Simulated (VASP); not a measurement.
Set up this calculation in VASP 6.6.1, as the native input.

- Task: single point
- Functional: LDA
- Potentials or basis: VASP PAW LDA potentials, release 64 (Sr_sv, Te)
- Cutoff: 500 eV
- k mesh: 8 × 8 × 8
- Occupations: gaussian, width 0.02 eV
- Spin: no spin polarisation
- Dipole correction: no
- Further INCAR settings: ALGO = Normal; EDIFF = 1e-06; NBANDS = 15

The structure of SrTe lies in POSCAR:

```
SrTe
1.0
    0.0000000000      3.2635325993      3.2635325993
    3.2635325993      0.0000000000      3.2635325993
    3.2635325993      3.2635325993      0.0000000000
Sr Te
1 1
Direct
    0.0000000000      0.0000000000      0.0000000000
    0.5000000000      0.5000000000      0.5000000000
```

These files were run (other wordings do the same):

INCAR

```
SYSTEM = SrTe
ALGO     = Normal         ! electronic algorithm
EDIFF    = 1E-6           ! SCF threshold, eV
ENCUT    = 500            ! plane-wave cutoff, eV
GGA_COMPAT= .FALSE.      
ISIF     = 2              ! what is computed and relaxed
ISMEAR   = 0              ! smearing method
LASPH    = .TRUE.         ! aspherical terms in the spheres
LCHARG   = .TRUE.         ! write CHGCAR
LELF     = .TRUE.         ! ELF
LREAL    = .FALSE.        ! projectors in reciprocal space
LVHAR    = .TRUE.       
LWAVE    = .FALSE.        ! write WAVECAR
NBANDS   = 15             ! bands
NELM     = 120            ! most SCF steps
PREC     = Accurate       ! precision mode
SIGMA    = 0.02           ! smearing width, eV
```

KPOINTS

```
k-points
0
G
  8 8 8
  0 0 0
```

Potentials or basis: VASP PAW LDA potentials, release 64 (Sr_sv, Te).

The run is started by

```bash
$ cat potpaw_LDA.64/Sr_sv/POTCAR potpaw_LDA.64/Te/POTCAR > POTCAR
$ mpirun -np 1 vasp_std > vasp.out
```

It gave:

```
Pressure               : 0.2 GPa
Band gap on the k mesh : 1.40 eV (least direct gap 2.19 eV)
```

Caveat: spin-orbit coupling is left out, which moves the levels of the heavy elements.

Run time: 12 s on 1 thread of Intel(R) Xeon(R) 6975P-C (Granite Rapids), with other jobs on the host, peak memory 0.18 GiB.
